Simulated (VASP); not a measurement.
# CuI (Marshite) (P4/nmm) in VASP: vibrations by perturbation theory with LDA

Aim: the vibrations by perturbation theory of CuI (Marshite) with LDA.

Everything below comes from runs of VASP 6.6.1. Logs are shortened: lines on timing, memory, paths and dates and some standing lists are left out, and cuts for length are marked.

## Step 1: The cell of the first run

Symmetry: P4/nmm, No. 129, tetragonal system. The conventional cell has a = 4.023 Å, b = 4.023 Å, c = 5.651 Å, α = 90.00°, β = 90.00°, γ = 90.00°. Within 3.4 Å of Cu (site symmetry -4m2) lie 4 I at 2.60 Å and 4 Cu at 2.84 Å. I (site symmetry 4mm) has 4 Cu at 2.60 Å within 3.4 Å.

## Step 2: Vibrations by perturbation theory, LDA

The input, INCAR:

```
SYSTEM = CuI
ALGO = Normal
EDIFF = 1E-8
ENCUT = 520
IBRION = 8
ISIF = 2
ISMEAR = 0
LASPH = .True.
LCHARG = .True.
LEPSILON = .True.
LREAL = .False.
LWAVE = .False.
NBANDS = 26
NELM = 100
NSW = 1
PREC = Accurate
SIGMA = 0.01
```

The input, KPOINTS:

```
k-points
0
Gamma
  4 4 4
  0 0 0
```

The input, POSCAR:

```
CuI
1.0
    4.0229000000      0.0000000000      0.0000000000
    0.0000000000      4.0229000000      0.0000000000
    0.0000000000      0.0000000000      5.6506000000
Cu I
2 2
Direct
    0.0000000000      0.0000000000      0.0000000000
    0.5000000000      0.5000000000      0.0000000000
    0.0000000000      0.5000000000      0.2913000000
    0.5000000000      0.0000000000      0.7087000000
```

Potentials or basis: VASP PAW LDA potentials, release 64 (Cu, I).

Run with:

```sh
$ cat potpaw_LDA.64/Cu/POTCAR potpaw_LDA.64/I/POTCAR > POTCAR
$ mpirun -np 1 vasp_std > vasp.out
```

OUTCAR:

```text
SYSTEM = CuI
   EDIFF = 1E-8
   ENCUT = 520
   IBRION = 8
   ISIF = 2
   ISMEAR = 0
   LASPH = .True.
   LEPSILON = .True.
   LREAL = .False.
   NELM = 100
   NSW = 1
   PREC = Accurate

 ion  position               nearest neighbor table
   1  0.000  0.000  0.000-   3 2.60   4 2.60   3 2.60   4 2.60
   2  0.500  0.500  0.000-   3 2.60   4 2.60   4 2.60   3 2.60
   3  0.000  0.500  0.291-   1 2.60   2 2.60   1 2.60   2 2.60
   4  0.500  0.000  0.709-   1 2.60   2 2.60   2 2.60   1 2.60

  LATTYP: Found a simple tetragonal cell.
 ALAT       =     4.0229000000
 C/A-ratio  =     1.4046086157

  Lattice vectors:

 A1 = (   4.0229000000,   0.0000000000,   0.0000000000)
 A2 = (   0.0000000000,   4.0229000000,   0.0000000000)
 A3 = (   0.0000000000,   0.0000000000,   5.6506000000)

Analysis of symmetry for initial positions (statically):
=====================================================================
 Subroutine PRICEL returns:
 Original cell was already a primitive cell.

 Routine SETGRP: Setting up the symmetry group for a
 simple tetragonal supercell.

 Subroutine GETGRP returns: Found 16 space group operations
 (whereof  8 operations were pure point group operations)
 out of a pool of 16 trial point group operations.

The static configuration has the point symmetry D_2d.
 The point group associated with its full space group is D_4h.

Analysis of symmetry for dynamics (positions and initial velocities):
=====================================================================
 Subroutine PRICEL returns:
 Original cell was already a primitive cell.

 Routine SETGRP: Setting up the symmetry group for a
 simple tetragonal supercell.

 Subroutine GETGRP returns: Found 16 space group operations
 (whereof  8 operations were pure point group operations)
 out of a pool of 16 trial point group operations.

The dynamic configuration has the point symmetry D_2d.
 The point group associated with its full space group is D_4h.

 Subroutine INISYM returns: Found 16 space group operations
 (whereof  8 operations are pure point group operations),
 and found     1 'primitive' translations

----------------------------------------------------------------------------------------

                                     Primitive cell

  volume of cell :      91.4478

  direct lattice vectors                    reciprocal lattice vectors
     4.022900000  0.000000000  0.000000000     0.248576897  0.000000000  0.000000000
     0.000000000  4.022900000  0.000000000     0.000000000  0.248576897  0.000000000
     0.000000000  0.000000000  5.650600000     0.000000000  0.000000000  0.176972357

  length of vectors
     4.022900000  4.022900000  5.650600000     0.248576897  0.248576897  0.176972357

  position of ions in fractional coordinates (direct lattice)
     0.000000000  0.000000000  0.000000000
     0.500000000  0.500000000  0.000000000
     0.000000000  0.500000000  0.291300000
     0.500000000  0.000000000  0.708700000

[... 707 lines left out ...]
     0.00090  0.00000  0.00000
     0.00000  0.00090  0.00000
     0.00000  0.00000 -0.00145

[... ionic steps 4 to 9 ...]

--------------------------------------- Ionic step       10  -------------------------------------------

------------------------ aborting loop because EDIFF is reached ----------------------------------------

[... ionic steps 11 to 11 ...]

--------------------------------------- Ionic step       12  -------------------------------------------

 Free energy of the ion-electron system (eV)
  ---------------------------------------------------
  ---------------------------------------------------
  free energy    TOTEN  =        -0.09323592 eV

  energy without entropy =       -0.09323592

------------------------ aborting loop because EDIFF is reached ----------------------------------------

 INTERNAL STRAIN TENSOR  FOR ION    3  DIRECTION 3   (eV/Angst):
 -----------------------------------------------------------------------------
    -6.96436  0.00000  0.00000
     0.00000 -6.96436  0.00000
     0.00000  0.00000-10.95928

 MACROSCOPIC STATIC DIELECTRIC TENSOR (including local field effects in DFT)
 ------------------------------------------------------
           9.057632     0.000000     0.000000
           0.000000     9.057632     0.000000
          -0.000000     0.000000     7.363031
 ------------------------------------------------------

 PIEZOELECTRIC TENSOR (including local field effects)  for field in x, y, z        (e  Angst)
          XX          YY          ZZ          XY          YZ          ZX
  --------------------------------------------------------------------------------
  x     0.00000     0.00000     0.00000     0.00000     0.00000     0.00000
  y     0.00000     0.00000     0.00000     0.00000     0.00000     0.00000
  z     0.00000     0.00000     0.00000     0.00000     0.00000     0.00000

 PIEZOELECTRIC TENSOR (including local field effects)  for field in x, y, z        (C/m^2)
          XX          YY          ZZ          XY          YZ          ZX
  --------------------------------------------------------------------------------
  x     0.00000     0.00000     0.00000     0.00000     0.00000     0.00000
  y     0.00000     0.00000     0.00000     0.00000     0.00000     0.00000
  z     0.00000     0.00000     0.00000     0.00000     0.00000     0.00000

 BORN EFFECTIVE CHARGES (including local field effects) (in |e|, cummulative output)
 ---------------------------------------------------------------------------------
 ion    1
    1     1.33297     0.00000     0.00000
    2     0.00000     1.33297     0.00000
    3     0.00000     0.00000     0.90309
 ion    2
    1     1.33297     0.00000     0.00000
    2     0.00000     1.33297     0.00000
    3     0.00000     0.00000     0.90309
 ion    3
    1    -1.33297     0.00000     0.00000
    2     0.00000    -1.33297     0.00000
    3     0.00000     0.00000    -0.90309
 ion    4
    1    -1.33297     0.00000     0.00000
    2     0.00000    -1.33297     0.00000
    3     0.00000     0.00000    -0.90309

 INTERNAL STRAIN TENSOR FOR ION    4 for displacements in x,y,z  (eV/Angst):
          X           Y           Z          XY          YZ          ZX
  --------------------------------------------------------------------------------
  x     0.00000     0.00000     0.00000     0.00000     0.00000     4.81584
  y     0.00000     0.00000     0.00000     0.00000     3.95821     0.00000
  z     6.96436     6.96436    10.95928     0.00000     0.00000     0.00000

 SECOND DERIVATIVES (NOT SYMMETRIZED)
 ------------------------------------
               1X          1Y          1Z          2X          2Y          2Z          3X          3Y          3Z          4X          4Y          4Z
  1X    -1.942945    0.000000    0.000000    0.157853    0.000000    0.000000   -0.719825    0.000000    0.000000    2.504918    0.000000    0.000000
  1Y     0.000000   -1.942945    0.000000    0.000000    0.157853    0.000000    0.000000    2.504918    0.000000    0.000000   -0.719825    0.000000
  1Z     0.000000    0.000000   -3.646120    0.000000    0.000000   -0.354874    0.000000    0.000000    2.000497    0.000000    0.000000    2.000497
  2X     0.157853    0.000000    0.000000   -1.942945    0.000000    0.000000    2.504918    0.000000    0.000000   -0.719825    0.000000    0.000000
  2Y     0.000000    0.157853    0.000000    0.000000   -1.942945    0.000000    0.000000   -0.719825    0.000000    0.000000    2.504918    0.000000
  2Z     0.000000    0.000000   -0.354874    0.000000    0.000000   -3.646120    0.000000    0.000000    2.000497    0.000000    0.000000    2.000497
  3X    -0.744396    0.000000    0.000000    2.521325    0.000000    0.000000   -3.365035    0.000000    0.000000    1.588106    0.000000    0.000000
  3Y     0.000000    2.521325    0.000000    0.000000   -0.744396    0.000000    0.000000   -3.365035    0.000000    0.000000    1.588106    0.000000
  3Z     0.000000    0.000000    2.002115    0.000000    0.000000    2.002115    0.000000    0.000000   -7.049425    0.000000    0.000000    3.045194
  4X     2.521325    0.000000    0.000000   -0.744396    0.000000    0.000000    1.588106    0.000000    0.000000   -3.365035    0.000000    0.000000
  4Y     0.000000   -0.744396    0.000000    0.000000    2.521325    0.000000    0.000000    1.588106    0.000000    0.000000   -3.365035    0.000000
  4Z     0.000000    0.000000    2.002115    0.000000    0.000000    2.002115    0.000000    0.000000    3.045194    0.000000    0.000000   -7.049425

 Eigenvectors and eigenvalues of the dynamical matrix
 ----------------------------------------------------

   1 f  =    4.806202 THz    30.198256 2PiTHz  160.317630 cm-1    19.876844 meV
             X         Y         Z           dx          dy          dz
      0.000000  0.000000  0.000000     0.000000   -0.000000   -0.577130
      2.011450  2.011450  0.000000    -0.000000    0.000000   -0.577130
      0.000000  2.011450  1.646020     0.000000    0.000000    0.408560
      2.011450  0.000000  4.004580    -0.000000   -0.000000    0.408560
[... 71 lines left out ...]
  12 f/i=    0.229792 THz     1.443828 2PiTHz    7.665047 cm-1     0.950344 meV
             X         Y         Z           dx          dy          dz
      0.000000  0.000000  0.000000    -0.144545    0.499690   -0.000000
      2.011450  2.011450  0.000000     0.144545   -0.499690   -0.000000
      0.000000  2.011450  1.646020     0.133096    0.460110   -0.000000
      2.011450  0.000000  4.004580    -0.133096   -0.460110   -0.000000

--------------------------------------------------------------------------------------------------------

 MACROSCOPIC STATIC DIELECTRIC TENSOR IONIC CONTRIBUTION
 ------------------------------------------------------
           3.948196     0.000000     0.000000
           0.000000     3.948196    -0.000000
           0.000000    -0.000000     0.806378
 ------------------------------------------------------

 ELASTIC MODULI CONTR FROM IONIC RELAXATION (kBar)
 Direction    XX          YY          ZZ          XY          YZ          ZX
 --------------------------------------------------------------------------------
 XX        -297.3053    -39.4157   -264.9360      0.0000      0.0000     -0.0000
 YY         -39.4157   -297.3053   -264.9360      0.0000     -0.0000      0.0000
 ZZ        -264.9360   -264.9360   -416.9095      0.0000      0.0000      0.0000
 XY           0.0000      0.0000      0.0000      0.0000      0.0000      0.0000
 YZ           0.0000     -0.0000      0.0000      0.0000   -160.5853     -0.0000
 ZX          -0.0000      0.0000      0.0000      0.0000     -0.0000   -201.4026
 --------------------------------------------------------------------------------

 PIEZOELECTRIC TENSOR IONIC CONTR  for field in x, y, z        (C/m^2)
          XX          YY          ZZ          XY          YZ          ZX
  --------------------------------------------------------------------------------
  x    -0.00000     0.00000    -0.00000     0.00000     0.00000     0.00000
  y     0.00000    -0.00000     0.00000     0.00000    -0.00000    -0.00000
  z     0.00000     0.00000     0.00000     0.00000     0.00000    -0.00000
```

Run time: 23 min. Hardware: 1 thread of Oxide Virtual Turin-like, shared host; peak memory 0.35 GiB.

Results:

| Quantity | Value |
| --- | --- |
| Electronic dielectric tensor (diagonal) | 9.06, 9.06, 7.36 |
| Born charges (mean of the diagonal) | Cu +1.19; I -1.19 e |
| Highest phonon frequency at Γ, LO-TO splitting left out | 160 cm⁻¹ |

Phonon frequencies in cm⁻¹ (negative: imaginary):
```csv
q point,frequencies
"(0.000, 0.000, 0.000)",-8 -8 0 0 0 107 107 119 140 140 147 160
```

Electronic dielectric tensor:
```
9.06 0.00 0.00
0.00 9.06 0.00
0.00 0.00 7.36
```

Born effective charge tensors (e):
atom 1, Cu
```
1.33 0.00 0.00
0.00 1.33 0.00
0.00 0.00 0.90
```
atom 2, Cu
```
1.33 0.00 0.00
0.00 1.33 0.00
0.00 0.00 0.90
```
atom 3, I
```
-1.33  0.00  0.00
 0.00 -1.33  0.00
 0.00  0.00 -0.90
```
atom 4, I
```
-1.33  0.00  0.00
 0.00 -1.33  0.00
 0.00  0.00 -0.90
```

Caveat: the k points lie up to 0.39 Å⁻¹ apart; spin-orbit coupling is left out, which moves the levels of the heavy elements.
